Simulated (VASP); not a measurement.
# Hg (Cmce) in VASP: single point with LDA

Aim: the single point of Hg with LDA.

Program: VASP 6.6.1. These are calculated values, not measurements. Logs are shortened: lines on timing, memory, paths and dates and some standing lists are left out, and cuts for length are marked.

## 1. The cell of the first run

The typed cell holds 4 atoms: a = 3.320 Å, b = 5.406 Å, c = 6.259 Å, α = 115.58°, β = 90.00°, γ = 90.00°.

## 2. Single point, LDA

INCAR

```
PREC = Accurate
ENCUT = 520
EDIFF = 1E-6
ISMEAR = 0
SIGMA = 0.05
LREAL = F
LASPH = T
NELM = 100
ALGO = Fast
ISIF = 2
LWAVE = F
LCHARG = T
GGA = CA
LELF = T
LVHAR = T
NBANDS = 32
```

KPOINTS

```
Automatic mesh
0
Gamma
  10 8 8
```

POSCAR

```
Hg
1.0
    0.0000000000      0.0000000000      3.3200571447
   -5.4057872931      0.0000000000      0.0000000000
    2.7028936466     -5.6454768891      0.0000000000
Hg
4
Direct
    0.5007497100      0.3691655400      0.7383310800
    0.9992502900      0.8691655400      0.7383310800
    0.0007497100      0.1308344600      0.2616689200
    0.4992502900      0.6308344600      0.2616689200
```

Potentials or basis: VASP PAW LDA potentials, release 64 (Hg).

Started as:

```console
$ cat potpaw_LDA.64/Hg/POTCAR > POTCAR
$ mpirun -np 1 vasp_std > vasp.out
```

OUTCAR:

```text
PREC = Accurate
   ENCUT = 520
   EDIFF = 1E-6
   ISMEAR = 0
   LREAL = F
   LASPH = T
   NELM = 100
   ISIF = 2
   GGA = CA

 ion  position               nearest neighbor table
   1  0.501  0.369  0.738-   4 2.95   3 3.16   3 3.16   2 3.17   2 3.17   2 3.17   2 3.17   4 3.81
                             4 3.81
   2  0.999  0.869  0.738-   3 2.95   4 3.16   4 3.16   1 3.17   1 3.17   1 3.17   1 3.17   3 3.81
                             3 3.81
   3  0.001  0.131  0.262-   2 2.95   1 3.16   1 3.16   4 3.17   4 3.17   4 3.17   4 3.17   2 3.81
                             2 3.81
   4  0.499  0.631  0.262-   1 2.95   2 3.16   2 3.16   3 3.17   3 3.17   3 3.17   3 3.17   1 3.81
                             1 3.81

  LATTYP: Found a base centered orthorhombic cell.
 ALAT       =     5.4057872931
 B/A-ratio  =     2.0886788854
 C/A-ratio  =     0.6141671813

  Lattice vectors:

 A1 = (  -2.7028936466,   5.6454768891,   0.0000000000)
 A2 = (  -2.7028936465,  -5.6454768891,   0.0000000000)
 A3 = (   0.0000000000,   0.0000000000,   3.3200571447)

Analysis of symmetry for initial positions (statically):
=====================================================================
 Subroutine PRICEL returns:
 Original cell was already a primitive cell.

 Routine SETGRP: Setting up the symmetry group for a
 base centered orthorhombic supercell.

 Subroutine GETGRP returns: Found  8 space group operations
 (whereof  4 operations were pure point group operations)
 out of a pool of  8 trial point group operations.

The static configuration has the point symmetry C_2h.
 The point group associated with its full space group is D_2h.

Analysis of symmetry for dynamics (positions and initial velocities):
=====================================================================
 Subroutine PRICEL returns:
 Original cell was already a primitive cell.

 Routine SETGRP: Setting up the symmetry group for a
 base centered orthorhombic supercell.

 Subroutine GETGRP returns: Found  8 space group operations
 (whereof  4 operations were pure point group operations)
 out of a pool of  8 trial point group operations.

The dynamic configuration has the point symmetry C_2h.
 The point group associated with its full space group is D_2h.

 Subroutine INISYM returns: Found  8 space group operations
 (whereof  4 operations are pure point group operations),
 and found     1 'primitive' translations

----------------------------------------------------------------------------------------

                                     Primitive cell

  volume of cell :     101.3223

  direct lattice vectors                    reciprocal lattice vectors
     0.000000000  0.000000000  3.320057145     0.000000000  0.000000000  0.301199635
    -5.405787293  0.000000000  0.000000000    -0.184986931 -0.088566477  0.000000000
     2.702893647 -5.645476889  0.000000000     0.000000000 -0.177132954  0.000000000

  length of vectors
     3.320057145  5.405787293  6.259156762     0.301199635  0.205095552  0.177132954

  position of ions in fractional coordinates (direct lattice)
     0.500749710  0.369165540  0.738331080
     0.999250290  0.869165540  0.738331080
     0.000749710  0.130834460  0.261668920
     0.499250290  0.630834460  0.261668920

  ion indices of the primitive-cell ions
   primitive index   ion index
                 1           1
                 2           2
                 3           3
                 4           4

----------------------------------------------------------------------------------------

 KPOINTS: Automatic mesh

Automatic generation of k-mesh.
 Grid dimensions read from file:
 generate k-points for:   10    8    8

 Generating k-lattice:

  Cartesian coordinates                     Fractional coordinates (reciprocal lattice)
     0.000000000  0.000000000  0.030119963     0.100000000  0.000000000  0.000000000
    -0.023123366 -0.011070810  0.000000000     0.000000000  0.125000000  0.000000000
     0.000000000 -0.022141619  0.000000000     0.000000000  0.000000000  0.125000000

  Length of vectors
     0.030119963  0.025636944  0.022141619

  Shift w.r.t. Gamma in fractional coordinates (k-lattice)
     0.000000000  0.000000000  0.000000000

 Subroutine IBZKPT returns following result:
 ===========================================

 Found    126 irreducible k-points:

 Following reciprocal coordinates:
            Coordinates               Weight
  0.000000  0.000000  0.000000      1.000000
  0.100000  0.000000  0.000000      2.000000
  0.200000  0.000000  0.000000      2.000000
  0.300000  0.000000  0.000000      2.000000
  0.400000  0.000000  0.000000      2.000000
  0.500000  0.000000  0.000000      1.000000
[... 16 lines left out ...]
  0.400000  0.375000  0.000000      8.000000
  0.500000  0.375000  0.000000      4.000000
 [... further k-points ...]
   k-points           NKPTS =    126   k-points in BZ     NKDIM =    126   number of bands    NBANDS=     32
   number of dos      NEDOS =    301   number of ions     NIONS =      4
   total plane-waves  NPLWV =  53760
   dimension x,y,z NGX =    28 NGY =   40 NGZ =   48
   dimension x,y,z NGXF=    56 NGYF=   80 NGZF=   96
   ions per type =               4
   NGX,Y,Z   is equivalent  to a cutoff of  14.02, 12.30, 12.75 a.u.
   NGXF,Y,Z  is equivalent  to a cutoff of  28.04, 24.60, 25.50 a.u.
 SYSTEM =  unknown system
   PREC   = accura    normal or accurate (medium, high low for compatibility)
   ISTART =      0    job   : 0-new  1-cont  2-samecut
   ICHARG =      2    charge: 1-file 2-atom 10-const
   ISPIN  =      1    spin polarized calculation?
   LNONCOLLINEAR =      F non collinear calculations
   LSORBIT =      F    spin-orbit coupling
   LASPH  =      T    aspherical Exc in radial PAW
   ENCUT  =  520.0 eV  38.22 Ry    6.18 a.u.   6.17 10.05 11.64*2*pi/ulx,y,z
   NELM   =    100;   NELMIN=  2; NELMDL= -5     # of ELM steps
   EDIFF  = 0.1E-05   stopping-criterion for ELM
   LREAL  =      F    real-space projection
   EDIFFG = 0.1E-04   stopping-criterion for IOM
   NSW    =      0    number of steps for IOM
   IBRION =     -1    ionic relax: 0-MD 1-quasi-New 2-CG
   NFREE  =      0    steps in history (QN), initial steepest desc. (CG)
   ISIF   =      2    stress and relaxation
   ISYM   =      2    0-nonsym 1-usesym 2-fastsym
   POTIM  = 0.5000    time-step for ionic-motion
   TEBEG  =    0.0;   TEEND  =   0.0 temperature during run
   PSTRESS=    0.0 pullay stress
   NELECT =      48.0000    total number of electrons
   NUPDOWN=      -1.0000    fix difference up-down
   EMIN   =  10.00;   EMAX   =-10.00  energy-range for DOS
   EFERMI =   0.00;   METHOD = LEGACY
   ISMEAR =     0;   SIGMA  =   0.05  broadening in eV -4-tet -1-fermi 0-gaus
   EFERMI_NEDOS =   21; number of points for ismear=-14 and -15
   IALGO  =     68    algorithm
   IMIX   =      4    mixing-type and parameters
     AMIX     =   0.40;   BMIX     =  1.00
     AMIX_MAG =   1.60;   BMIX_MAG =  1.00
  volume/ion in A,a.u.               =      25.33       170.94
  Fermi-wavevector in a.u.,A,eV,Ry     =   1.276204  2.411676 22.159773  1.628697
  Thomas-Fermi vector in A             =   2.408873
   LORBIT       =      0    0 simple, 1 ext, 2 COOP (PROOUT), +10 PAW based schemes
   GGA     = CA    functional components
   LHFCALC =     F    Hartree Fock is set to
   AEXX    =    0.0000 exact exchange contribution
   IVDW    =     0    specifies the selected vdW correction
   LEPSILON=     F    determine dielectric tensor
   LRPA    =     F    only Hartree local field effects (RPA)
 non-spin polarized calculation
 RMM-DIIS sequential band-by-band and
 Gauss-broadening in eV      SIGMA  =   0.05
  energy-cutoff  :      520.00
  volume of cell :      101.32
 maximum number of plane-waves:      2746
 NGX is ok and might be reduce to    28
   NGX = 13   NGY = 21   NGZ = 23

 number of electron      48.0000002 magnetization

 Free energy of the ion-electron system (eV)
  ---------------------------------------------------
  ext. energy  EPLUGINS =         0.00000000
  ---------------------------------------------------
  free energy    TOTEN  =        -3.71182897 eV

  energy without entropy =       -3.71032749  energy(sigma->0) =       -3.71107823

 E-fermi :   1.9521     XC(G=0): -10.7851

 val. band max:        1.9363427563   @ k =   0.1000   0.1250   0.2500
 cond. band min:       1.9755649513   @ k =   0.4000  -0.2500   0.1250
 fundamental gap:      0.0392221950
 Fermi energy:         1.9520659840

 k-point     1 :       0.0000    0.0000    0.0000
  band No.  band energies     occupation
      1      -6.6613      2.00000
      2      -5.7027      2.00000
      3      -5.6700      2.00000
      4      -5.5518      2.00000
      5      -5.4539      2.00000
      6      -5.1326      2.00000
[... 24 lines left out ...]
     31      12.8314      0.00000
     32      13.6456      0.00000

 k-point     2 :       0.1000    0.0000    0.0000
  band No.  band energies     occupation
      1      -6.5084      2.00000
      2      -5.6184      2.00000
      3      -5.5670      2.00000
      4      -5.5244      2.00000
      5      -5.3575      2.00000
      6      -5.1077      2.00000
[... 24 lines left out ...]
     31      12.0548      0.00000
     32      13.6317      0.00000

 k-point     3 :       0.2000    0.0000    0.0000
  band No.  band energies     occupation
      1      -6.0985      2.00000
      2      -5.4339      2.00000
      3      -5.4337      2.00000
      4      -5.3094      2.00000
      5      -5.1828      2.00000
      6      -5.1140      2.00000
[... 24 lines left out ...]
     31      11.0407      0.00000
     32      11.5992      0.00000

 k-point     4 :       0.3000    0.0000    0.0000
  band No.  band energies     occupation
      1      -5.6962      2.00000
      2      -5.4558      2.00000
      3      -5.1844      2.00000
      4      -5.1001      2.00000
      5      -5.0565      2.00000
      6      -5.0493      2.00000
[... 654 lines left out ...]
     31       8.5686      0.00000
     32      10.1732      0.00000

 k-point    23 :       0.4000    0.3750    0.0000
  band No.  band energies     occupation
      1      -5.6419      2.00000
      2      -5.5667      2.00000
      3      -5.5528      2.00000
      4      -5.5050      2.00000
      5      -5.4466      2.00000
      6      -5.3811      2.00000
[... 24 lines left out ...]
     31       9.0625      0.00000
     32      10.7331      0.00000

 k-point    24 :       0.5000    0.3750    0.0000
  band No.  band energies     occupation
      1      -5.6400      2.00000
      2      -5.6400      2.00000
      3      -5.5784      2.00000
      4      -5.5784      2.00000
      5      -5.4512      2.00000
      6      -5.4512      2.00000
[... 24 lines left out ...]
     31       9.9929      0.00000
     32       9.9929      0.00000

 [... further k-points ...]

------------------------ aborting loop because EDIFF is reached ----------------------------------------

  FORCE on cell =-STRESS in cart. coord.  units (eV):
  Direction    XX          YY          ZZ          XY          YZ          ZX
  --------------------------------------------------------------------------------------
  -------------------------------------------------------------------------------------
  Total       -2.4006042     -1.9598674     -2.3416246      0.0000000      0.0000000      0.0000000
  in kB      -37.9599828    -30.9907535    -37.0273573      0.0000000      0.0000000      0.0000000
  external PRESSURE =     -35.3260312 kB  Pullay stress =       0.0000000 kB

 VOLUME and BASIS-vectors are now :
 -----------------------------------------------------------------------------
  energy-cutoff  :      520.00
  volume of cell :      101.32
      direct lattice vectors                 reciprocal lattice vectors
     0.000000000  0.000000000  3.320057145     0.000000000  0.000000000  0.301199635
    -5.405787293  0.000000000  0.000000000    -0.184986931 -0.088566477  0.000000000
     2.702893647 -5.645476889  0.000000000     0.000000000 -0.177132954  0.000000000

 POSITION                                       TOTAL-FORCE (eV/Angst)
 -----------------------------------------------------------------------------------
      0.00000     -4.16823      1.66252        -0.000000      0.004998     -0.000659
     -2.70289     -4.16823      3.31757        -0.000000      0.004998      0.000659
      0.00000     -1.47725      0.00249         0.000000     -0.004998     -0.000659
     -2.70289     -1.47725      1.65754         0.000000     -0.004998      0.000659
 -----------------------------------------------------------------------------------
    total drift:                                0.000000     -0.000000     -0.000000

  FREE ENERGIE OF THE ION-ELECTRON SYSTEM (eV)
  ---------------------------------------------------
  free  energy   TOTEN  =        -3.7118289683 eV

  energy  without entropy=       -3.7103274911  energy(sigma->0) =       -3.71107823
```

Wall time 8.6 min (1 thread of Oxide Virtual Turin-like, shared host); peak memory 0.36 GiB.

Results:

- Free energy: -3.7118 eV
- Pressure: -3.5 GPa
- Largest force: 0.005 eV/Å
- Band gap on the k mesh: zero (bands 24 and 25 overlap by 1.84 eV)

Forces on the atoms (eV/Å):
```
Hg   0.000  0.005 -0.001
Hg   0.000  0.005  0.001
Hg   0.000 -0.005 -0.001
Hg   0.000 -0.005  0.001
```

Caveat: the cell stands under tension; spin-orbit coupling is left out, which moves the levels of the heavy elements.
